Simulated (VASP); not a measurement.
Runs of VASP 6.6.1 on InPd. The structure is that of space group Pm-3m (No. 221), or close to it. The cells are those of the table. 

| level | potentials or basis | cell | k mesh | cutoff (eV) | grid for exact exchange (PRECFOCK) | share of exact exchange | screening parameter | gap on the mesh (eV) | pressure (GPa) |
| --- | --- | --- | --- | --- | --- | --- | --- | --- | --- |
| HSE06 | VASP PAW PBE potentials, release 64 (In_d, Pd) | a = 3.228 Å, 2 atoms | 6 × 6 × 6 | 520 | Normal | 0.25 | 0.2079 1/Å | none | (b) |
| PBE0 | VASP PAW PBE potentials, release 64 (In_d, Pd) | a = 3.250 Å, 2 atoms | 6 × 6 × 6 | 520 | Normal | 0.25 | - | none | 2.9 |
| PBE-based screened hybrid with 25 % exact exchange | VASP PAW PBE potentials, release 64 (In_d, Pd) | a = 3.272 Å, 2 atoms | 4 × 4 × 4 | 520 | Normal | 0.25 | 0.3 1/Å | none | (a) |
| r2SCAN0 | VASP PAW PBE potentials, release 64 (In_d, Pd) | a = 3.272 Å, 2 atoms | 4 × 4 × 4 | 520 | Normal | 0.25 | - | none | -2.9 |
| PBEsol-based screened hybrid with 25 % exact exchange | VASP PAW PBE potentials, release 64 (In_d, Pd) | a = 3.272 Å, 2 atoms | 4 × 4 × 4 | 520 | Normal | 0.25 | 0.207 1/Å | none | -4.8 |
| PBE-based screened hybrid with 25 % exact exchange | VASP PAW PBE potentials, release 64 (In_d, Pd) | a = 3.271 Å, 2 atoms | 4 × 4 × 4 | 520 | Normal | 0.25 | 0.3 1/Å | none | 0.3 |
| r2SCAN | VASP PAW PBE potentials, release 64 (In_d, Pd_sv_GW) | a = 3.250 Å, 2 atoms | 8 × 8 × 8 | 690 | - | - | - | none | 2.7 |
| r2SCAN | VASP PAW PBE potentials, release 64 (In_d, Pd_sv_GW) | a = 3.336 Å, 2 atoms | 8 × 8 × 8 | 690 | - | - | - | none | (c) |

Alike in all rows: task single point; no spin polarisation; smearing fermi-dirac 0.05 eV.

**Question.** Estimate the missing entries.

**Answer.** (a) 0.2; (b) 6.1; (c) -6.7.

Caveats: some runs use coarse meshes; the PAW data sets were made with another functional, which shifts forces and pressure a little; spin-orbit coupling is left out, which moves the levels of the heavy elements; the cell stands under pressure (at least some runs); the cell stands under tension (at least some runs).

A k mesh can miss the band edges, and the runs leave out spin-orbit coupling on In, Pd.

A gap of «none» marks levels without a gap at the run's occupations.

The runs don't all hold the same shells in valence.
